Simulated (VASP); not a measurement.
# C (Fd-3m) in VASP: single point with LDA

Aim: the single point of C with LDA.

All numbers are computed with VASP 6.6.1; they aren't measurements. Logs are shortened: lines on timing, memory, paths and dates and some standing lists are left out, and cuts for length are marked.

## (1) The cell of the first run

The structure is cubic, space group Fd-3m (No. 227). Conventional cell: a = 3.532 Å, b = 3.532 Å, c = 3.532 Å, α = 90.00°, β = 90.00°, γ = 90.00°. Within 2.0 Å of C (site symmetry -43m) lie 4 C at 1.53 Å.

## (2) Single point, LDA

Contents of INCAR:

```
PREC = Accurate
ENCUT = 1300
EDIFF = 1E-6
ISMEAR = -1
SIGMA = 0.08
LREAL = F
LASPH = T
NELM = 120
ALGO = Normal
ISIF = 2
LWAVE = F
LCHARG = F
NBANDS = 11
GGA_COMPAT = F
```

Contents of KPOINTS:

```
Automatic mesh
0
Gamma
  20 20 20
```

Contents of POSCAR:

```
C
1.0
    0.0000000000      1.7658694851      1.7658694851
    1.7658694851      0.0000000000      1.7658694851
    1.7658694851      1.7658694851      0.0000000000
C
2
Direct
   -0.1250000000     -0.1250000000     -0.1250000000
    0.1250000000      0.1250000000      0.1250000000
```

Potentials or basis: VASP PAW LDA potentials, release 64 (C_h).

The run is started by

```console
$ cat potpaw_LDA.64/C_h/POTCAR > POTCAR
$ mpirun -np 1 vasp_std > vasp.out
```

OUTCAR:

```text
PREC = Accurate
   ENCUT = 1300
   EDIFF = 1E-6
   ISMEAR = -1
   LREAL = F
   LASPH = T
   NELM = 120
   ISIF = 2

 ion  position               nearest neighbor table
   1  0.875  0.875  0.875-
   2  0.125  0.125  0.125-

  LATTYP: Found a face centered cubic cell.
 ALAT       =     3.5317389702

  Lattice vectors:

 A1 = (   0.0000000000,   1.7658694851,   1.7658694851)
 A2 = (   1.7658694851,   0.0000000000,   1.7658694851)
 A3 = (   1.7658694851,   1.7658694851,   0.0000000000)

Analysis of symmetry for initial positions (statically):
=====================================================================
 Subroutine PRICEL returns:
 Original cell was already a primitive cell.

 Routine SETGRP: Setting up the symmetry group for a
 face centered cubic supercell.

 Subroutine GETGRP returns: Found 48 space group operations
 (whereof 12 operations were pure point group operations)
 out of a pool of 48 trial point group operations.

The static configuration has the point symmetry D_3d.
 The point group associated with its full space group is O_h .

Analysis of symmetry for dynamics (positions and initial velocities):
=====================================================================
 Subroutine PRICEL returns:
 Original cell was already a primitive cell.

 Routine SETGRP: Setting up the symmetry group for a
 face centered cubic supercell.

 Subroutine GETGRP returns: Found 48 space group operations
 (whereof 12 operations were pure point group operations)
 out of a pool of 48 trial point group operations.

The dynamic configuration has the point symmetry D_3d.
 The point group associated with its full space group is O_h .

 Subroutine INISYM returns: Found 48 space group operations
 (whereof 12 operations are pure point group operations),
 and found     1 'primitive' translations

----------------------------------------------------------------------------------------

                                     Primitive cell

  volume of cell :      11.0130

  direct lattice vectors                    reciprocal lattice vectors
     0.000000000  1.765869485  1.765869485    -0.283146634  0.283146634  0.283146634
     1.765869485  0.000000000  1.765869485     0.283146634 -0.283146634  0.283146634
     1.765869485  1.765869485  0.000000000     0.283146634  0.283146634 -0.283146634

  length of vectors
     2.497316575  2.497316575  2.497316575     0.490424355  0.490424355  0.490424355

  position of ions in fractional coordinates (direct lattice)
     0.875000000  0.875000000  0.875000000
     0.125000000  0.125000000  0.125000000

  ion indices of the primitive-cell ions
   primitive index   ion index
                 1           1
                 2           2

----------------------------------------------------------------------------------------

 KPOINTS: Automatic mesh

Automatic generation of k-mesh.
 Grid dimensions read from file:
 generate k-points for:   20   20   20

 Generating k-lattice:

  Cartesian coordinates                     Fractional coordinates (reciprocal lattice)
    -0.014157332  0.014157332  0.014157332     0.050000000  0.000000000  0.000000000
     0.014157332 -0.014157332  0.014157332     0.000000000  0.050000000  0.000000000
     0.014157332  0.014157332 -0.014157332     0.000000000  0.000000000  0.050000000

  Length of vectors
     0.024521218  0.024521218  0.024521218

  Shift w.r.t. Gamma in fractional coordinates (k-lattice)
     0.000000000  0.000000000  0.000000000

 Subroutine IBZKPT returns following result:
 ===========================================

 Found    256 irreducible k-points:

 Following reciprocal coordinates:
            Coordinates               Weight
  0.000000  0.000000  0.000000      1.000000
  0.050000  0.000000  0.000000      8.000000
  0.100000  0.000000  0.000000      8.000000
  0.150000  0.000000  0.000000      8.000000
  0.200000  0.000000  0.000000      8.000000
  0.250000  0.000000  0.000000      8.000000
[... 16 lines left out ...]
 -0.400000  0.050000  0.000000     24.000000
 -0.350000  0.050000  0.000000     24.000000
 [... further k-points ...]
   k-points           NKPTS =    256   k-points in BZ     NKDIM =    256   number of bands    NBANDS=     11
   number of dos      NEDOS =    301   number of ions     NIONS =      2
   total plane-waves  NPLWV =  27000
   dimension x,y,z NGX =    30 NGY =   30 NGZ =   30
   dimension x,y,z NGXF=    60 NGYF=   60 NGZF=   60
   ions per type =               2
   NGX,Y,Z   is equivalent  to a cutoff of  19.97, 19.97, 19.97 a.u.
   NGXF,Y,Z  is equivalent  to a cutoff of  39.94, 39.94, 39.94 a.u.
 SYSTEM =  unknown system
   PREC   = accura    normal or accurate (medium, high low for compatibility)
   ISTART =      0    job   : 0-new  1-cont  2-samecut
   ICHARG =      2    charge: 1-file 2-atom 10-const
   ISPIN  =      1    spin polarized calculation?
   LNONCOLLINEAR =      F non collinear calculations
   LSORBIT =      F    spin-orbit coupling
   LASPH  =      T    aspherical Exc in radial PAW
   ENCUT  = 1300.0 eV  95.55 Ry    9.77 a.u.   7.34  7.34  7.34*2*pi/ulx,y,z
   NELM   =    120;   NELMIN=  2; NELMDL= -5     # of ELM steps
   EDIFF  = 0.1E-05   stopping-criterion for ELM
   LREAL  =      F    real-space projection
   EDIFFG = 0.1E-04   stopping-criterion for IOM
   NSW    =      0    number of steps for IOM
   IBRION =     -1    ionic relax: 0-MD 1-quasi-New 2-CG
   NFREE  =      0    steps in history (QN), initial steepest desc. (CG)
   ISIF   =      2    stress and relaxation
   ISYM   =      2    0-nonsym 1-usesym 2-fastsym
   POTIM  = 0.5000    time-step for ionic-motion
   TEBEG  =    0.0;   TEEND  =   0.0 temperature during run
   PSTRESS=    0.0 pullay stress
   NELECT =       8.0000    total number of electrons
   NUPDOWN=      -1.0000    fix difference up-down
   EMIN   =  10.00;   EMAX   =-10.00  energy-range for DOS
   EFERMI =   0.00;   METHOD = LEGACY
   ISMEAR =    -1;   SIGMA  =   0.08  broadening in eV -4-tet -1-fermi 0-gaus
   EFERMI_NEDOS =   21; number of points for ismear=-14 and -15
   IALGO  =     38    algorithm
   IMIX   =      4    mixing-type and parameters
     AMIX     =   0.40;   BMIX     =  1.00
     AMIX_MAG =   1.60;   BMIX_MAG =  1.00
  volume/ion in A,a.u.               =       5.51        37.16
  Fermi-wavevector in a.u.,A,eV,Ry     =   1.471644  2.781005 29.466646  2.165737
  Thomas-Fermi vector in A             =   2.586755
   LORBIT       =      0    0 simple, 1 ext, 2 COOP (PROOUT), +10 PAW based schemes
   GGA     = CA    functional components
   LHFCALC =     F    Hartree Fock is set to
   AEXX    =    0.0000 exact exchange contribution
   IVDW    =     0    specifies the selected vdW correction
   LEPSILON=     F    determine dielectric tensor
   LRPA    =     F    only Hartree local field effects (RPA)
 non-spin polarized calculation
  energy-cutoff  :     1300.00
  volume of cell :       11.01
 maximum number of plane-waves:      1211
 NGX is ok and might be reduce to    30
   NGX = 15   NGY = 15   NGZ = 15

 number of electron       8.0000000 magnetization

 Free energy of the ion-electron system (eV)
  ---------------------------------------------------
  ext. energy  EPLUGINS =         0.00000000
  ---------------------------------------------------
  free energy    TOTEN  =       -20.26748494 eV

  energy without entropy =      -20.26748494  energy(sigma->0) =      -20.26748494

 E-fermi :  12.7319     XC(G=0): -13.7972

 val. band max:       11.3376149982   @ k =   0.0000   0.0000   0.0000
 cond. band min:      15.5148322371   @ k =   0.3500   0.3500   0.0000
 fundamental gap:      4.1772172389
 Fermi energy:        12.7318694906

 k-point     1 :       0.0000    0.0000    0.0000
  band No.  band energies     occupation
      1     -10.3803      2.00000
      2      11.3376      2.00000
      3      11.3376      2.00000
      4      11.3376      2.00000
      5      16.9642      0.00000
      6      16.9642      0.00000
      7      16.9642      0.00000
      8      25.5681      0.00000
      9      30.7358      0.00000
     10      38.2902      0.00000
     11      38.2902      0.00000

 k-point     2 :       0.0500    0.0000    0.0000
  band No.  band energies     occupation
      1     -10.3098      2.00000
      2      10.8467      2.00000
      3      11.2099      2.00000
      4      11.2099      2.00000
      5      17.1303      0.00000
      6      17.1303      0.00000
      7      17.2774      0.00000
      8      25.6074      0.00000
      9      30.8538      0.00000
     10      36.9087      0.00000
     11      36.9087      0.00000

 k-point     3 :       0.1000    0.0000    0.0000
  band No.  band energies     occupation
      1     -10.0983      2.00000
      2       9.6410      2.00000
      3      10.8775      2.00000
      4      10.8775      2.00000
      5      17.5665      0.00000
      6      17.5665      0.00000
      7      17.9626      0.00000
      8      25.7235      0.00000
      9      31.1688      0.00000
     10      35.5562      0.00000
     11      35.5562      0.00000

 k-point     4 :       0.1500    0.0000    0.0000
  band No.  band energies     occupation
      1      -9.7469      2.00000
      2       8.0903      2.00000
      3      10.4398      2.00000
      4      10.4398      2.00000
      5      18.1398      0.00000
      6      18.1398      0.00000
      7      18.6884      0.00000
      8      25.9085      0.00000
      9      31.5707      0.00000
     10      34.5658      0.00000
     11      34.5658      0.00000
[... 239 lines left out ...]
 k-point    22 :      -0.4500    0.0500    0.0000
  band No.  band energies     occupation
      1      -4.6305      2.00000
      2      -1.9269      2.00000
      3       8.1471      2.00000
      4       8.4489      2.00000
      5      19.8294      0.00000
      6      19.9809      0.00000
      7      20.9445      0.00000
      8      27.0257      0.00000
      9      32.9665      0.00000
     10      35.9197      0.00000
     11      36.7910      0.00000

 k-point    23 :      -0.4000    0.0500    0.0000
  band No.  band energies     occupation
      1      -5.6058      2.00000
      2      -0.6848      2.00000
      3       8.1559      2.00000
      4       8.6505      2.00000
      5      19.8545      0.00000
      6      19.9336      0.00000
      7      20.8575      0.00000
      8      26.9382      0.00000
      9      32.7532      0.00000
     10      35.5821      0.00000
     11      36.1038      0.00000

 k-point    24 :      -0.3500    0.0500    0.0000
  band No.  band energies     occupation
      1      -6.6142      2.00000
      2       0.8127      2.00000
      3       8.2593      2.00000
      4       8.9338      2.00000
      5      19.6845      0.00000
      6      19.9991      0.00000
      7      20.6948      0.00000
      8      26.7652      0.00000
      9      32.5281      0.00000
     10      34.3837      0.00000
     11      35.9547      0.00000

 [... further k-points ...]

------------------------ aborting loop because EDIFF is reached ----------------------------------------

  FORCE on cell =-STRESS in cart. coord.  units (eV):
  Direction    XX          YY          ZZ          XY          YZ          ZX
  --------------------------------------------------------------------------------------
  -------------------------------------------------------------------------------------
  Total        0.0630096      0.0630096      0.0630096      0.0000000      0.0000000      0.0000000
  in kB        9.1666718      9.1666718      9.1666718      0.0000000      0.0000000      0.0000000
  external PRESSURE =       9.1666718 kB  Pullay stress =       0.0000000 kB

 VOLUME and BASIS-vectors are now :
 -----------------------------------------------------------------------------
  energy-cutoff  :     1300.00
  volume of cell :       11.01
      direct lattice vectors                 reciprocal lattice vectors
     0.000000000  1.765869485  1.765869485    -0.283146634  0.283146634  0.283146634
     1.765869485  0.000000000  1.765869485     0.283146634 -0.283146634  0.283146634
     1.765869485  1.765869485  0.000000000     0.283146634  0.283146634 -0.283146634

 POSITION                                       TOTAL-FORCE (eV/Angst)
 -----------------------------------------------------------------------------------
      3.09027      3.09027      3.09027        -0.000000      0.000000      0.000000
      0.44147      0.44147      0.44147         0.000000     -0.000000     -0.000000
 -----------------------------------------------------------------------------------
    total drift:                               -0.000000      0.000000      0.000000

  FREE ENERGIE OF THE ION-ELECTRON SYSTEM (eV)
  ---------------------------------------------------
  free  energy   TOTEN  =       -20.2674849403 eV

  energy  without entropy=      -20.2674849402  energy(sigma->0) =      -20.26748494
```

It took 62 s on 1 thread of AMD EPYC 7R13 (Zen 3), shared host; peak memory 0.18 GiB.

What came out:

```yaml
Free_energy: -20.2675 eV
Pressure: 0.9 GPa
Band_gap_on_the_k_mesh: 4.18 eV (least direct gap 5.63 eV)
```

A k mesh can miss the band edges.
